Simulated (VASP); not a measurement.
# Pt in VASP: relaxation of the atoms with LDA

Aim: the relaxation of the atoms of Pt with LDA.

Program: VASP 6.6.1. These are calculated values, not measurements. Logs are shortened: lines on timing, memory, paths and dates and some standing lists are left out, and cuts for length are marked.

## 1. The cell of the first run

The cell holds a slab with vacuum, 5 atoms: a = 2.754 Å, b = 2.754 Å, c = 23.790 Å, α = 90.00°, β = 90.00°, γ = 90.00°.

## 2. Relaxation of the atoms, LDA

INCAR

```
ALGO = Normal ; DIPOL = 0.5 0.5 0.500
EDIFF = 1E-7 ; EDIFFG = -0.01
ENCUT = 520 ; GGA = CA
IBRION = 2 ; IDIPOL = 3
ISIF = 2 ; ISMEAR = -1
KPAR = 4 ; LASPH = T
LCHARG = F ; LDIPOL = T
LREAL = F ; LWAVE = F
NELM = 80 ; NSW = 32
PREC = Accurate ; SIGMA = 0.1
```

KPOINTS

```
k-points
0
Gamma
  13 13 1
```

POSCAR

```
Pt
1.0
    2.7543088548      0.0000000000      0.0000000000
    0.0000000000      2.7543088548      0.0000000000
    0.0000000000      0.0000000000     23.7904000000
Pt
5
Direct
    0.0000000000      0.0000000000      0.3389327928
    0.5000000000      0.5000000000      0.4185299866
    0.0000000000      0.0000000000      0.4999999999
    0.5000000000      0.5000000000      0.5814700133
    0.0000000000      0.0000000000      0.6610672075
```

Potentials or basis: VASP PAW LDA potentials, release 64 (Pt).

On the command line:

```bash
> cat potpaw_LDA.64/Pt/POTCAR > POTCAR
> mpirun -np 4 vasp_std > vasp.out
```

OUTCAR:

```text
EDIFF = 1E-7
   EDIFFG = -0.01
   ENCUT = 520
   GGA = CA
   IBRION = 2
   ISIF = 2
   ISMEAR = -1
   LASPH = T
   LREAL = F
   NELM = 80
   NSW = 32
   PREC = Accurate

 ion  position               nearest neighbor table
   1  0.000  0.000  0.339-   2 2.72   2 2.72   2 2.72   2 2.72
   2  0.500  0.500  0.419-   1 2.72   1 2.72   1 2.72   1 2.72   3 2.75   3 2.75   3 2.75   3 2.75

   3  0.000  0.000  0.500-   2 2.75   2 2.75   2 2.75   2 2.75   4 2.75   4 2.75   4 2.75   4 2.75

   4  0.500  0.500  0.581-   5 2.72   5 2.72   5 2.72   5 2.72   3 2.75   3 2.75   3 2.75   3 2.75

   5  0.000  0.000  0.661-   4 2.72   4 2.72   4 2.72   4 2.72

  LATTYP: Found a simple tetragonal cell.
 ALAT       =     2.7543088548
 C/A-ratio  =     8.6375207917

  Lattice vectors:

 A1 = (   2.7543088548,   0.0000000000,   0.0000000000)
 A2 = (   0.0000000000,   2.7543088548,   0.0000000000)
 A3 = (   0.0000000000,   0.0000000000,  23.7904000000)

Analysis of symmetry for initial positions (statically):
=====================================================================
 Subroutine PRICEL returns:
 Original cell was already a primitive cell.

 Routine SETGRP: Setting up the symmetry group for a
 simple tetragonal supercell.

 Subroutine GETGRP returns: Found 16 space group operations
 (whereof 16 operations were pure point group operations)
 out of a pool of 16 trial point group operations.

The static configuration has the point symmetry D_4h.

Analysis of symmetry for dynamics (positions and initial velocities):
=====================================================================
 Subroutine PRICEL returns:
 Original cell was already a primitive cell.

 Routine SETGRP: Setting up the symmetry group for a
 simple tetragonal supercell.

 Subroutine GETGRP returns: Found 16 space group operations
 (whereof 16 operations were pure point group operations)
 out of a pool of 16 trial point group operations.

The dynamic configuration has the point symmetry D_4h.

 Subroutine INISYM returns: Found 16 space group operations
 (whereof 16 operations are pure point group operations),
 and found     1 'primitive' translations

----------------------------------------------------------------------------------------

                                     Primitive cell

  volume of cell :     180.4791

  direct lattice vectors                    reciprocal lattice vectors
     2.754308855  0.000000000  0.000000000     0.363067489  0.000000000  0.000000000
     0.000000000  2.754308855  0.000000000     0.000000000  0.363067489  0.000000000
     0.000000000  0.000000000 23.790400000     0.000000000  0.000000000  0.042033762

  length of vectors
     2.754308855  2.754308855 23.790400000     0.363067489  0.363067489  0.042033762

  position of ions in fractional coordinates (direct lattice)
     0.000000000  0.000000000  0.338932793
     0.500000000  0.500000000  0.418529987
     0.000000000  0.000000000  0.500000000
     0.500000000  0.500000000  0.581470013
     0.000000000  0.000000000  0.661067207

  ion indices of the primitive-cell ions
   primitive index   ion index
                 1           1
                 2           2
                 3           3
                 4           4
                 5           5

----------------------------------------------------------------------------------------

 KPOINTS: k-points

Automatic generation of k-mesh.
 Grid dimensions read from file:
 generate k-points for:   13   13    1

 Generating k-lattice:

  Cartesian coordinates                     Fractional coordinates (reciprocal lattice)
     0.027928268  0.000000000  0.000000000     0.076923077  0.000000000  0.000000000
     0.000000000  0.027928268  0.000000000     0.000000000  0.076923077  0.000000000
     0.000000000  0.000000000  0.042033762     0.000000000  0.000000000  1.000000000

  Length of vectors
     0.027928268  0.027928268  0.042033762

  Shift w.r.t. Gamma in fractional coordinates (k-lattice)
     0.000000000  0.000000000  0.000000000

 Subroutine IBZKPT returns following result:
 ===========================================

 Found     28 irreducible k-points:

 Following reciprocal coordinates:
            Coordinates               Weight
  0.000000  0.000000  0.000000      1.000000
  0.076923  0.000000  0.000000      4.000000
  0.153846  0.000000  0.000000      4.000000
  0.230769  0.000000  0.000000      4.000000
  0.307692  0.000000  0.000000      4.000000
  0.384615  0.000000  0.000000      4.000000
[... 16 lines left out ...]
  0.307692  0.307692  0.000000      4.000000
  0.384615  0.307692  0.000000      8.000000
 [... further k-points ...]
   k-points           NKPTS =     28   k-points in BZ     NKDIM =     28   number of bands    NBANDS=     30
   number of dos      NEDOS =    301   number of ions     NIONS =      5
   total plane-waves  NPLWV =  72000
   dimension x,y,z NGX =    20 NGY =   20 NGZ =  180
   dimension x,y,z NGXF=    40 NGYF=   40 NGZF=  360
   ions per type =               5
   NGX,Y,Z   is equivalent  to a cutoff of  12.07, 12.07, 12.58 a.u.
   NGXF,Y,Z  is equivalent  to a cutoff of  24.14, 24.14, 25.16 a.u.
 SYSTEM =  unknown system
   PREC   = accura    normal or accurate (medium, high low for compatibility)
   ISTART =      0    job   : 0-new  1-cont  2-samecut
   ICHARG =      2    charge: 1-file 2-atom 10-const
   ISPIN  =      1    spin polarized calculation?
   LNONCOLLINEAR =      F non collinear calculations
   LSORBIT =      F    spin-orbit coupling
   LASPH  =      T    aspherical Exc in radial PAW
   ENCUT  =  520.0 eV  38.22 Ry    6.18 a.u.   5.12  5.12 44.23*2*pi/ulx,y,z
   NELM   =     80;   NELMIN=  2; NELMDL= -5     # of ELM steps
   EDIFF  = 0.1E-06   stopping-criterion for ELM
   LREAL  =      F    real-space projection
   EDIFFG = -.1E-01   stopping-criterion for IOM
   NSW    =     32    number of steps for IOM
   IBRION =      2    ionic relax: 0-MD 1-quasi-New 2-CG
   NFREE  =      1    steps in history (QN), initial steepest desc. (CG)
   ISIF   =      2    stress and relaxation
   ISYM   =      2    0-nonsym 1-usesym 2-fastsym
   POTIM  = 0.5000    time-step for ionic-motion
   TEBEG  =    0.0;   TEEND  =   0.0 temperature during run
   PSTRESS=    0.0 pullay stress
   NELECT =      50.0000    total number of electrons
   NUPDOWN=      -1.0000    fix difference up-down
   EMIN   =  10.00;   EMAX   =-10.00  energy-range for DOS
   EFERMI =   0.00;   METHOD = LEGACY
   ISMEAR =    -1;   SIGMA  =   0.10  broadening in eV -4-tet -1-fermi 0-gaus
   EFERMI_NEDOS =   21; number of points for ismear=-14 and -15
   IALGO  =     38    algorithm
   IMIX   =      4    mixing-type and parameters
     AMIX     =   0.40;   BMIX     =  1.00
     AMIX_MAG =   1.60;   BMIX_MAG =  1.00
  volume/ion in A,a.u.               =      36.10       243.59
  Fermi-wavevector in a.u.,A,eV,Ry     =   1.067225  2.016762 15.496605  1.138968
  Thomas-Fermi vector in A             =   2.202834
   LORBIT       =      0    0 simple, 1 ext, 2 COOP (PROOUT), +10 PAW based schemes
   GGA     = CA    functional components
   LHFCALC =     F    Hartree Fock is set to
   AEXX    =    0.0000 exact exchange contribution
   IVDW    =     0    specifies the selected vdW correction
   LEPSILON=     F    determine dielectric tensor
   LRPA    =     F    only Hartree local field effects (RPA)
 conjugate gradient relaxation of ions
 non-spin polarized calculation
  energy-cutoff  :      520.00
  volume of cell :      180.48
 maximum number of plane-waves:      4892
   NGX = 11   NGY = 11   NGZ = 89

 dipolmoment           0.000000      0.000000      0.000000 electrons x Angstroem

--------------------------------------- Ionic step        1  -------------------------------------------

 number of electron      50.0000002 magnetization

 Free energy of the ion-electron system (eV)
  ---------------------------------------------------
  ext. energy  EPLUGINS =         0.00000000
  ---------------------------------------------------
  free energy    TOTEN  =       -35.37653639 eV

  energy without entropy =      -35.10345267  energy(sigma->0) =      -35.23999453

------------------------ aborting loop because EDIFF is reached ----------------------------------------

  FORCE on cell =-STRESS in cart. coord.  units (eV):
  Direction    XX          YY          ZZ          XY          YZ          ZX
  --------------------------------------------------------------------------------------
  -------------------------------------------------------------------------------------
  Total       -3.2759616     -3.2759616      0.2794510      0.0000000      0.0000000      0.0000000
  in kB      -29.0818728    -29.0818728      2.4807854      0.0000000      0.0000000      0.0000000
  external PRESSURE =     -18.5609867 kB  Pullay stress =       0.0000000 kB

 VOLUME and BASIS-vectors are now :
 -----------------------------------------------------------------------------
  energy-cutoff  :      520.00
  volume of cell :      180.48
      direct lattice vectors                 reciprocal lattice vectors
     2.754308855  0.000000000  0.000000000     0.363067489  0.000000000  0.000000000
     0.000000000  2.754308855  0.000000000     0.000000000  0.363067489  0.000000000
     0.000000000  0.000000000 23.790400000     0.000000000  0.000000000  0.042033762
[... 118 lines left out ...]
 POSITION                                       TOTAL-FORCE (eV/Angst)
 -----------------------------------------------------------------------------------
      0.00000      2.75431      8.05718         0.000000      0.000000     -0.006888
      1.37715      1.37715      9.95515        -0.000000      0.000000     -0.017043
      0.00000      0.00000     11.89520         0.000000      0.000000      0.000000
      1.37715      1.37715     13.83525         0.000000     -0.000000      0.017043
      2.75431      2.75431     15.73322         0.000000      0.000000      0.006888
 -----------------------------------------------------------------------------------
    total drift:                               -0.000000      0.000000     -0.000002

  FREE ENERGIE OF THE ION-ELECTRON SYSTEM (eV)
  ---------------------------------------------------
  free  energy   TOTEN  =       -35.3768879786 eV

  energy  without entropy=      -35.1032531903  energy(sigma->0) =      -35.24007058

--------------------------------------- Ionic step        5  -------------------------------------------

 number of electron      50.0000000 magnetization

 dipolmoment           0.000000      0.000000     -0.000000 electrons x Angstroem

 Free energy of the ion-electron system (eV)
  ---------------------------------------------------
  ext. energy  EPLUGINS =         0.00000000
  ---------------------------------------------------
  free energy    TOTEN  =       -35.37694800 eV

  energy without entropy =      -35.10313016  energy(sigma->0) =      -35.24003908

 E-fermi :   1.1362     XC(G=0):  -6.4606

 val. band max:        1.1324881482   @ k =   0.4615   0.3846   0.0000
 cond. band min:       1.1433005959   @ k =   0.3846   0.0769   0.0000
 fundamental gap:      0.0108124477
 Fermi energy:         1.1361950313

 k-point     1 :       0.0000    0.0000    0.0000
  band No.  band energies     occupation
      1      -8.9404      2.00000
      2      -7.6108      2.00000
      3      -6.2418      2.00000
      4      -5.6755      2.00000
      5      -5.6153      2.00000
      6      -5.4099      2.00000
[... 781 lines left out ...]
     29       5.8349      0.00000
     30       6.7757      0.00000

 [... further k-points ...]

------------------------ aborting loop because EDIFF is reached ----------------------------------------

 vacuum level on the upper side and lower side of the slab       (xc-potential included)        -0.013        -0.013

  FORCE on cell =-STRESS in cart. coord.  units (eV):
  Direction    XX          YY          ZZ          XY          YZ          ZX
  --------------------------------------------------------------------------------------
  -------------------------------------------------------------------------------------
  Total       -3.4843604     -3.4843604      0.0114101      0.0000000     -0.0000000      0.0000000
  in kB      -30.9319026    -30.9319026      0.1012912      0.0000000     -0.0000000      0.0000000
  external PRESSURE =     -20.5875047 kB  Pullay stress =       0.0000000 kB

 VOLUME and BASIS-vectors are now :
 -----------------------------------------------------------------------------
  energy-cutoff  :      520.00
  volume of cell :      180.48
      direct lattice vectors                 reciprocal lattice vectors
     2.754308855  0.000000000  0.000000000     0.363067489  0.000000000  0.000000000
     0.000000000  2.754308855  0.000000000     0.000000000  0.363067489  0.000000000
     0.000000000  0.000000000 23.790400000     0.000000000  0.000000000  0.042033762

 POSITION                                       TOTAL-FORCE (eV/Angst)
 -----------------------------------------------------------------------------------
      0.00000      0.00000      8.05563        -0.000000      0.000000     -0.007858
      1.37715      1.37715      9.95330         0.000000     -0.000000     -0.001367
      0.00000      2.75431     11.89520         0.000000     -0.000000      0.000000
      1.37715      1.37715     13.83710        -0.000000      0.000000      0.001367
      0.00000      0.00000     15.73477         0.000000      0.000000      0.007858
 -----------------------------------------------------------------------------------
    total drift:                               -0.000000      0.000000     -0.000002

  FREE ENERGIE OF THE ION-ELECTRON SYSTEM (eV)
  ---------------------------------------------------
  free  energy   TOTEN  =       -35.3769480002 eV

  energy  without entropy=      -35.1031301563  energy(sigma->0) =      -35.24003908

 reached required accuracy - stopping structural energy minimisation

 vacuum level on the upper side and lower side of the slab         7.149         7.149
```

Wall time 3.4 min (4 MPI ranks of Oxide Virtual Turin-like, shared host); peak memory 0.26 GiB.

Results:

```yaml
Free_energy: -35.3769 eV
Energy_gained_by_relaxing: 0.1 meV/atom
Ionic_steps: 5
Largest_force_after_relaxing: 0.008 eV/Å
Band_gap_on_the_k_mesh: zero (bands 25 and 26 overlap by 1.42 eV)
```

Forces on the atoms (eV/Å):
```
Pt   0.000  0.000 -0.008
Pt   0.000  0.000 -0.001
Pt   0.000  0.000  0.000
Pt   0.000  0.000  0.001
Pt   0.000  0.000  0.008
```

Step by step:
```csv
step,energy change (eV),largest force (eV/Å),pressure (GPa)
1,0.0000,0.0448,-1.86
2,-0.0002,0.0258,-1.91
3,-0.0002,0.0345,-1.97
4,-0.0004,0.0170,-2.02
5,-0.0004,0.0079,-2.06
```

Final structure:
```xyz
5
Lattice="2.7543 0.0000 0.0000 0.0000 2.7543 0.0000 0.0000 0.0000 23.7904" Properties=species:S:1:pos:R:3 pbc="T T T"
Pt    0.0000    0.0000    8.0556
Pt    1.3772    1.3772    9.9533
Pt    0.0000    2.7543   11.8952
Pt    1.3772    1.3772   13.8371
Pt    0.0000    0.0000   15.7348
```

Caveat: spin-orbit coupling is left out, which moves the levels of the heavy elements.
